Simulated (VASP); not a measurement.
# ZnGe3 (Pm-3m) in VASP: further runs

Runs on ZnGe3. Level: r2SCAN. Tasks: single point.

All numbers are computed with VASP 6.6.1; they aren't measurements. Logs are shortened: lines on timing, memory, paths and dates and some standing lists are left out, and cuts for length are marked.

## (1) The cell of the first run

It takes space group Pm-3m (No. 221, cubic). The conventional cell has a = 4.107 Å, b = 4.107 Å, c = 4.107 Å, α = 90.00°, β = 90.00°, γ = 90.00°. Zn (site symmetry m-3m) has 12 Ge at 2.90 Å within 3.8 Å. Within 3.8 Å of Ge (site symmetry 4/mmm) lie 4 Zn at 2.90 Å and 8 Ge at 2.90 Å.

## (2) Single point, r2SCAN

Input file POSCAR:

```
ZnGe3
1.0
    4.1066230740      0.0000000000      0.0000000000
    0.0000000000      4.1066230740      0.0000000000
    0.0000000000      0.0000000000      4.1066230740
Zn Ge
1 3
Direct
    0.0000000000      0.0000000000      0.0000000000
    0.0000000000      0.5000000000      0.5000000000
    0.5000000000      0.0000000000      0.5000000000
    0.5000000000      0.5000000000      0.0000000000
```

Input file INCAR.step1:

```
ALGO = Normal
EDIFF = 1E-4
ENCUT = 520
GGA = PE
ISMEAR = 1
LASPH = True
LCHARG = False
LREAL = False
LWAVE = True
NBANDS = 35
NELM = 80
PREC = Accurate
SIGMA = 0.1
```

Input file INCAR.step2:

```
ALGO = Normal
EDIFF = 1E-7
ENCUT = 520
ISIF = 2
ISMEAR = 1
ISTART = 1
LASPH = True
LCHARG = True
LELF = True
LMIXTAU = True
LREAL = False
LVHAR = True
LWAVE = False
METAGGA = R2SCAN
NBANDS = 35
NELM = 80
PREC = Accurate
SIGMA = 0.1
```

Input file KPOINTS:

```
k-points
0
Gamma
  6 6 6
```

Potentials or basis: VASP PAW PBE potentials, release 64 (Zn, Ge_d).

Started as:

```console
$ cat potpaw_PBE.64/Zn/POTCAR potpaw_PBE.64/Ge_d/POTCAR > POTCAR
$ cp INCAR.step1 INCAR
$ mpirun -np 1 vasp_std > vasp.out
$ cp INCAR.step2 INCAR
$ mpirun -np 1 vasp_std > vasp.out
```

OUTCAR:

```text
EDIFF = 1E-7
   ENCUT = 520
   ISIF = 2
   ISMEAR = 1
   ISTART = 1
   LASPH = True
   LREAL = False
   METAGGA = R2SCAN
   NELM = 80
   PREC = Accurate

 ion  position               nearest neighbor table
   1  0.000  0.000  0.000-   2 2.90   3 2.90   4 2.90   2 2.90   3 2.90   2 2.90   4 2.90   2 2.90
                             3 2.90   4 2.90   3 2.90   4 2.90
   2  0.000  0.500  0.500-   1 2.90   3 2.90   4 2.90   1 2.90   4 2.90   1 2.90   3 2.90   1 2.90
                             3 2.90   4 2.90   4 2.90   3 2.90
   3  0.500  0.000  0.500-   1 2.90   2 2.90   4 2.90   1 2.90   4 2.90   2 2.90   4 2.90   4 2.90
                             1 2.90   2 2.90   1 2.90   2 2.90
   4  0.500  0.500  0.000-   1 2.90   2 2.90   3 2.90   2 2.90   3 2.90   1 2.90   3 2.90   3 2.90
                             1 2.90   2 2.90   2 2.90   1 2.90

  LATTYP: Found a simple cubic cell.
 ALAT       =     4.1066230740

  Lattice vectors:

 A1 = (   4.1066230740,   0.0000000000,   0.0000000000)
 A2 = (   0.0000000000,   4.1066230740,   0.0000000000)
 A3 = (   0.0000000000,   0.0000000000,   4.1066230740)

Analysis of symmetry for initial positions (statically):
=====================================================================
 Subroutine PRICEL returns:
 Original cell was already a primitive cell.

 Routine SETGRP: Setting up the symmetry group for a
 simple cubic supercell.

 Subroutine GETGRP returns: Found 48 space group operations
 (whereof 48 operations were pure point group operations)
 out of a pool of 48 trial point group operations.

The static configuration has the point symmetry O_h .

Analysis of symmetry for dynamics (positions and initial velocities):
=====================================================================
 Subroutine PRICEL returns:
 Original cell was already a primitive cell.

 Routine SETGRP: Setting up the symmetry group for a
 simple cubic supercell.

 Subroutine GETGRP returns: Found 48 space group operations
 (whereof 48 operations were pure point group operations)
 out of a pool of 48 trial point group operations.

The dynamic configuration has the point symmetry O_h .

 Subroutine INISYM returns: Found 48 space group operations
 (whereof 48 operations are pure point group operations),
 and found     1 'primitive' translations

----------------------------------------------------------------------------------------

                                     Primitive cell

  volume of cell :      69.2555

  direct lattice vectors                    reciprocal lattice vectors
     4.106623074  0.000000000  0.000000000     0.243509078  0.000000000  0.000000000
     0.000000000  4.106623074  0.000000000     0.000000000  0.243509078  0.000000000
     0.000000000  0.000000000  4.106623074     0.000000000  0.000000000  0.243509078

  length of vectors
     4.106623074  4.106623074  4.106623074     0.243509078  0.243509078  0.243509078

  position of ions in fractional coordinates (direct lattice)
     0.000000000  0.000000000  0.000000000
     0.000000000  0.500000000  0.500000000
     0.500000000  0.000000000  0.500000000
     0.500000000  0.500000000  0.000000000

  ion indices of the primitive-cell ions
   primitive index   ion index
                 1           1
                 2           2
                 3           3
                 4           4

----------------------------------------------------------------------------------------

 KPOINTS: k-points

Automatic generation of k-mesh.
 Grid dimensions read from file:
 generate k-points for:    6    6    6

 Generating k-lattice:

  Cartesian coordinates                     Fractional coordinates (reciprocal lattice)
     0.040584846  0.000000000  0.000000000     0.166666667  0.000000000  0.000000000
     0.000000000  0.040584846  0.000000000     0.000000000  0.166666667  0.000000000
     0.000000000  0.000000000  0.040584846     0.000000000  0.000000000  0.166666667

  Length of vectors
     0.040584846  0.040584846  0.040584846

  Shift w.r.t. Gamma in fractional coordinates (k-lattice)
     0.000000000  0.000000000  0.000000000

 Subroutine IBZKPT returns following result:
 ===========================================

 Found     20 irreducible k-points:

 Following reciprocal coordinates:
            Coordinates               Weight
  0.000000  0.000000  0.000000      1.000000
  0.166667  0.000000  0.000000      6.000000
  0.333333  0.000000  0.000000      6.000000
  0.500000  0.000000  0.000000      3.000000
  0.166667  0.166667  0.000000     12.000000
  0.333333  0.166667  0.000000     24.000000
[... 12 lines left out ...]
  0.500000  0.500000  0.333333      6.000000
  0.500000  0.500000  0.500000      1.000000
   k-points           NKPTS =     20   k-points in BZ     NKDIM =     20   number of bands    NBANDS=     35
   number of dos      NEDOS =    301   number of ions     NIONS =      4
   total plane-waves  NPLWV =  32768
   dimension x,y,z NGX =    32 NGY =   32 NGZ =   32
   dimension x,y,z NGXF=    64 NGYF=   64 NGZF=   64
   ions per type =               1   3
   NGX,Y,Z   is equivalent  to a cutoff of  12.95, 12.95, 12.95 a.u.
   NGXF,Y,Z  is equivalent  to a cutoff of  25.91, 25.91, 25.91 a.u.
 SYSTEM =  unknown system
   PREC   = accura    normal or accurate (medium, high low for compatibility)
   ISTART =      1    job   : 0-new  1-cont  2-samecut
   ICHARG =      0    charge: 1-file 2-atom 10-const
   ISPIN  =      1    spin polarized calculation?
   LNONCOLLINEAR =      F non collinear calculations
   LSORBIT =      F    spin-orbit coupling
   LASPH  =      T    aspherical Exc in radial PAW
   ENCUT  =  520.0 eV  38.22 Ry    6.18 a.u.   7.64  7.64  7.64*2*pi/ulx,y,z
   NELM   =     80;   NELMIN=  2; NELMDL=  0     # of ELM steps
   EDIFF  = 0.1E-06   stopping-criterion for ELM
   LREAL  =      F    real-space projection
   EDIFFG = 0.1E-05   stopping-criterion for IOM
   NSW    =      0    number of steps for IOM
   IBRION =     -1    ionic relax: 0-MD 1-quasi-New 2-CG
   NFREE  =      0    steps in history (QN), initial steepest desc. (CG)
   ISIF   =      2    stress and relaxation
   ISYM   =      2    0-nonsym 1-usesym 2-fastsym
   POTIM  = 0.5000    time-step for ionic-motion
   TEBEG  =    0.0;   TEEND  =   0.0 temperature during run
   PSTRESS=    0.0 pullay stress
   NELECT =      54.0000    total number of electrons
   NUPDOWN=      -1.0000    fix difference up-down
   EMIN   =  10.00;   EMAX   =-10.00  energy-range for DOS
   EFERMI =   0.00;   METHOD = LEGACY
   ISMEAR =     1;   SIGMA  =   0.10  broadening in eV -4-tet -1-fermi 0-gaus
   EFERMI_NEDOS =   21; number of points for ismear=-14 and -15
   IALGO  =     38    algorithm
   IMIX   =      4    mixing-type and parameters
     AMIX     =   0.40;   BMIX     =  1.00
     AMIX_MAG =   1.60;   BMIX_MAG =  1.00
  volume/ion in A,a.u.               =      17.31       116.84
  Fermi-wavevector in a.u.,A,eV,Ry     =   1.506796  2.847432 30.891149  2.270435
  Thomas-Fermi vector in A             =   2.617467
   LORBIT       =      0    0 simple, 1 ext, 2 COOP (PROOUT), +10 PAW based schemes
   METAGGA = R2SCAN    functional components
   LHFCALC =     F    Hartree Fock is set to
   AEXX    =    0.0000 exact exchange contribution
   IVDW    =     0    specifies the selected vdW correction
   LEPSILON=     F    determine dielectric tensor
   LRPA    =     F    only Hartree local field effects (RPA)
 non-spin polarized calculation
 Methfessel and Paxton  Order N= 1 SIGMA  =   0.10
  energy-cutoff  :      520.00
  volume of cell :       69.26
 maximum number of plane-waves:      1888
 NGX is ok and might be reduce to    32
   NGX = 15   NGY = 15   NGZ = 15

 number of electron      53.9999968 magnetization

 Free energy of the ion-electron system (eV)
  ---------------------------------------------------
  ext. energy  EPLUGINS =         0.00000000
  ---------------------------------------------------
  free energy    TOTEN  =       -48.54848432 eV

  energy without entropy =      -48.54466019  energy(sigma->0) =      -48.54720961

 E-fermi :   6.4941     XC(G=0): -12.6904

 val. band max:        6.4720611694   @ k =   0.1667   0.1667   0.0000
 cond. band min:       6.5229727846   @ k =   0.5000   0.3333   0.0000
 fundamental gap:      0.0509116152
 Fermi energy:         6.4940527714

 k-point     1 :       0.0000    0.0000    0.0000
  band No.  band energies     occupation
      1     -19.2580      2.00000
      2     -19.2580      2.00000
      3     -19.2580      2.00000
      4     -19.2448      2.00000
      5     -19.1898      2.00000
      6     -19.1898      2.00000
[... 27 lines left out ...]
     34      14.3280      0.00000
     35      14.3280      0.00000

 k-point     2 :       0.1667    0.0000    0.0000
  band No.  band energies     occupation
      1     -19.2561      2.00000
      2     -19.2458      2.00000
      3     -19.2458      2.00000
      4     -19.2364      2.00000
      5     -19.1886      2.00000
      6     -19.1825      2.00000
[... 27 lines left out ...]
     34      14.5376      0.00000
     35      15.1543      0.00000

 k-point     3 :       0.3333    0.0000    0.0000
  band No.  band energies     occupation
      1     -19.2520      2.00000
      2     -19.2160      2.00000
      3     -19.2123      2.00000
      4     -19.2123      2.00000
      5     -19.1855      2.00000
      6     -19.1641      2.00000
[... 27 lines left out ...]
     34      15.1401      0.00000
     35      15.3736      0.00000

 k-point     4 :       0.5000    0.0000    0.0000
  band No.  band energies     occupation
      1     -19.2498      2.00000
      2     -19.2022      2.00000
      3     -19.1817      2.00000
      4     -19.1748      2.00000
      5     -19.1748      2.00000
      6     -19.1570      2.00000
[... 27 lines left out ...]
     34      13.1965      0.00000
     35      14.2918      0.00000

 k-point     5 :       0.1667    0.1667    0.0000
  band No.  band energies     occupation
      1     -19.2475      2.00000
      2     -19.2405      2.00000
      3     -19.2395      2.00000
      4     -19.2261      2.00000
      5     -19.1847      2.00000
      6     -19.1774      2.00000
[... 486 lines left out ...]
 k-point    18 :       0.5000    0.3333    0.3333
  band No.  band energies     occupation
      1     -19.2148      2.00000
      2     -19.2033      2.00000
      3     -19.1995      2.00000
      4     -19.1964      2.00000
      5     -19.1952      2.00000
      6     -19.1933      2.00000
[... 27 lines left out ...]
     34      15.6239      0.00000
     35      15.9407      0.00000

 k-point    19 :       0.5000    0.5000    0.3333
  band No.  band energies     occupation
      1     -19.2078      2.00000
      2     -19.2078      2.00000
      3     -19.2067      2.00000
      4     -19.2002      2.00000
      5     -19.1959      2.00000
      6     -19.1959      2.00000
[... 27 lines left out ...]
     34      16.1876      0.00000
     35      17.2520      0.00000

 k-point    20 :       0.5000    0.5000    0.5000
  band No.  band energies     occupation
      1     -19.2117      2.00000
      2     -19.2117      2.00000
      3     -19.2117      2.00000
      4     -19.2057      2.00000
      5     -19.1995      2.00000
      6     -19.1995      2.00000
[... 27 lines left out ...]
     34      18.2540      0.00000
     35      18.2540      0.00000

------------------------ aborting loop because EDIFF is reached ----------------------------------------

  FORCE on cell =-STRESS in cart. coord.  units (eV):
  Direction    XX          YY          ZZ          XY          YZ          ZX
  --------------------------------------------------------------------------------------
  -------------------------------------------------------------------------------------
  Total        1.5001273      1.5001273      1.5001273      0.0000000      0.0000000     -0.0000000
  in kB       34.7043699     34.7043699     34.7043699      0.0000000      0.0000000     -0.0000000
  external PRESSURE =      34.7043699 kB  Pullay stress =       0.0000000 kB

 VOLUME and BASIS-vectors are now :
 -----------------------------------------------------------------------------
  energy-cutoff  :      520.00
  volume of cell :       69.26
      direct lattice vectors                 reciprocal lattice vectors
     4.106623074  0.000000000  0.000000000     0.243509078  0.000000000  0.000000000
     0.000000000  4.106623074  0.000000000     0.000000000  0.243509078  0.000000000
     0.000000000  0.000000000  4.106623074     0.000000000  0.000000000  0.243509078

 POSITION                                       TOTAL-FORCE (eV/Angst)
 -----------------------------------------------------------------------------------
      0.00000      0.00000      0.00000         0.000000      0.000000      0.000000
      0.00000      2.05331      2.05331         0.000000      0.000000      0.000000
      2.05331      0.00000      2.05331         0.000000      0.000000      0.000000
      2.05331      2.05331      0.00000         0.000000      0.000000      0.000000
 -----------------------------------------------------------------------------------
    total drift:                                0.000000     -0.000000     -0.000000

  FREE ENERGIE OF THE ION-ELECTRON SYSTEM (eV)
  ---------------------------------------------------
  free  energy   TOTEN  =       -48.5484843209 eV

  energy  without entropy=      -48.5446601858  energy(sigma->0) =      -48.54720961
```

It took 5.1 min on 1 thread of AMD EPYC 7R13, shared host; peak memory 0.17 GiB.

What came out:

```yaml
Free_energy: -48.5485 eV
Pressure: 3.5 GPa
Band_gap_on_the_k_mesh: zero (band 27 reaches 7.11 eV, above the bottom of band 28 at 3.04 eV)
```

Caveat: the PAW data sets were made with another functional, which shifts forces and pressure a little.

(Continued in part 2 of 3.)
